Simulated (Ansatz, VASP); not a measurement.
**Two plane-wave programs on NbSb**

Contents of POSCAR:

```
NbSb
1.0
    0.0000000000      3.1409864344      3.1409864344
    3.1409864344      0.0000000000      3.1409864344
    3.1409864344      3.1409864344      0.0000000000
Nb Sb
1 1
Direct
    0.0000000000      0.0000000000      0.0000000000
    0.2500000000      0.2500000000      0.2500000000
```

File INCAR.step1:

```
ALGO = Normal
EDIFF = 1E-4
ENCUT = 520
GGA = PE
ISMEAR = 0
LASPH = True
LCHARG = False
LREAL = False
LWAVE = True
NBANDS = 16
NELM = 100
PREC = Accurate
SIGMA = 0.05
```

INCAR.step2

```
ALGO = Normal
EDIFF = 1E-6
ENCUT = 520
ISIF = 2
ISMEAR = 0
ISTART = 1
LASPH = True
LCHARG = False
LMIXTAU = True
LREAL = False
LWAVE = False
METAGGA = R2SCAN
NBANDS = 16
NELM = 100
PREC = Accurate
SIGMA = 0.05
```

KPOINTS

```
k-points
0
Gamma
  10 10 10
```

Input for Ansatz:

```yaml
crystal:
  lattice:
    - [0.0, 3.1409864344, 3.1409864344]
    - [3.1409864344, 0.0, 3.1409864344]
    - [3.1409864344, 3.1409864344, 0.0]
  atoms:
    - { symbol: Nb, position: [0.0, 0.0, 0.0] }
    - { symbol: Sb, position: [0.25, 0.25, 0.25] }
basis:
  ecutwfc: 500
  ecutrho_ratio: 4
kpoints:
  mp_grid: { grid: [10, 10, 10] }
hamiltonian:
  xc: r2scan
scf:
  occupations: { method: gaussian, width: 0.05 }
output:
  forces: true
  stress: true
  eigenvalues: true
```

Alike in both runs: task single point; functional r2SCAN; k mesh 10 × 10 × 10; occupations gaussian, width 0.05 eV; no spin polarisation.

|  | VASP | Ansatz |
| --- | --- | --- |
| version | VASP 6.6.1 | Ansatz 0.2.0 |
| potentials or method | VASP PAW PBE potentials, release 64 (Nb_sv, Sb), cutoff 520 eV | scalar-relativistic, plane waves, PAW |
| valence electrons in the cell | 18 | 28 |

|  | VASP | Ansatz | Ansatz less VASP |
| --- | --- | --- | --- |
| gap on the k mesh at the Fermi level (eV) | none | none | - |
| pressure (GPa) | -0.5 | -0.5 | +0.02 |

VASP's potentials were made for PBE, not for r2SCAN. A gap of «none» marks a metal or a gap that the smearing closes. VASP's potentials hold 18 valence electrons a cell and Ansatz's 28, so a difference there can come from the potentials and not from the codes.

Neither program's run includes spin-orbit coupling.
